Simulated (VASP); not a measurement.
Runs of VASP 6.6.1 on Cr. The structure is that of space group Fd-3m (No. 227), or close to it. The cells are those of the table. This isn't the form of Cr at room conditions, which is bcc.

```csv
cell,gap on the mesh (eV),pressure (GPa)
"a = 3.555 Å, angles 60.0°, 2 atoms",none,4.7
"a = 3.604 Å, angles 60.0°, 2 atoms",none,0.1
"a = 3.530 Å, angles 60.0°, 2 atoms",none,7.4
"a = 3.651 Å, angles 60.0°, 2 atoms",none,(a)
```

Alike in all rows: task single point; level PBE; potentials or basis VASP PAW PBE potentials, release 64 (Cr_pv); no spin polarisation; k mesh 37 × 37 × 37; cutoff (eV) 500; smearing fermi-dirac 0.0612256 eV.

Q: Fill in the values left out.

A: (a) -3.7.

Caveats: the run has no spin polarisation, though such a crystal can be magnetic; the cell stands under pressure (at least some runs); the cell stands under tension (at least some runs).

A gap of «none» marks levels without a gap at the run's occupations.
